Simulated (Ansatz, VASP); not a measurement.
## Ta in VASP and in Ansatz

```xyz
2
Lattice="2.8669 0.0000 0.0000 -1.4335 2.4828 0.0000 0.0000 0.0000 4.7859" Properties=species:S:1:pos:R:3 pbc="T T T"
Ta    1.4335    0.8276    3.5894
Ta    0.0000    1.6552    1.1965
```

Change from the starting cell: strain -0.0600 x Voigt [0, 0, 1, 0, 0, 0], atoms carried along.

Alike in both runs: task single point; functional PBEsol; k mesh 24 × 24 × 12; occupations gaussian, width 0.15 eV; no spin polarisation.

|  | VASP | Ansatz |
| --- | --- | --- |
| version | VASP 6.6.1 | Ansatz 0.2.0 |
| potentials or method | VASP PAW PBE potentials, release 64 (Ta_pv), cutoff 520 eV | scalar-relativistic, plane waves, PAW |
| valence electrons in the cell | 22 | 26 |

VASP gave:

* gap on the k mesh at the Fermi level (eV): none
* pressure (GPa): 13.9
* traceless stress, the component that is largest in VASP (GPa): 7.18

Task: Estimate Ansatz's values.

Result: gap on the k mesh at the Fermi level (eV): none; pressure (GPa): 13.6; traceless stress, the component that is largest in VASP (GPa): 7.16.

VASP's potentials were made for PBE, not for PBEsol. A gap of «none» marks a metal or a gap that the smearing closes. The functional is the same, so the differences come from potentials, cutoffs and numerics. VASP's potentials hold 22 valence electrons a cell and Ansatz's 26, so a difference there can come from the potentials and not from the codes.

Spin-orbit coupling is off throughout.
